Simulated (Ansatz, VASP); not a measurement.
# One calculation of Ta4H3, two programs

```
CELL_PARAMETERS angstrom
0.00019 -0.00055 3.44982
4.83310 0.00059 -0.00001
0.00059 4.83367 -0.00022
ATOMIC_POSITIONS crystal
Ta 0.24471 0.75592 0.75591
Ta 0.24472 0.24411 0.24407
Ta 0.75517 0.75592 0.24409
Ta 0.75517 0.24410 0.75590
H 0.50008 0.49999 0.00001
H 0.50007 0.99998 0.50001
H 0.00009 0.49997 0.50000
```

Change from the starting cell: cell x1, atoms moved at random (sigma 0.05 Å) and cell strained at random (1.5 %), then relaxed without symmetry.

Alike in both runs: functional PBE; k mesh 6 × 4 × 4; occupations gaussian, width 0.2 eV; no spin polarisation.

Ansatz relaxed the structure, and its values are those at the end. VASP's run is a single point on that final structure, the one shown.

|  | VASP | Ansatz |
| --- | --- | --- |
| version | VASP 6.6.1 | Ansatz 0.2.0 |
| potentials or method | VASP PAW PBE potentials, release 64 (Ta_pv, H), cutoff 520 eV | scalar-relativistic, plane waves, PAW |
| valence electrons in the cell | 47 | 55 |

|  | VASP | Ansatz | Ansatz less VASP |
| --- | --- | --- | --- |
| gap on the k mesh at the Fermi level (eV) | none | none | - |
| pressure (GPa) | 0.2 | 0.0 | -0.13 |
| rms of the force components (eV/Å) | 0.006 | 0.001 | -0.0053 |

A gap of «none» marks a metal or a gap that the smearing closes. The functional is the same, so the differences come from potentials, cutoffs and numerics. VASP's potentials hold 47 valence electrons a cell and Ansatz's 55, so a difference there can come from the potentials and not from the codes.

Spin-orbit coupling is off throughout.
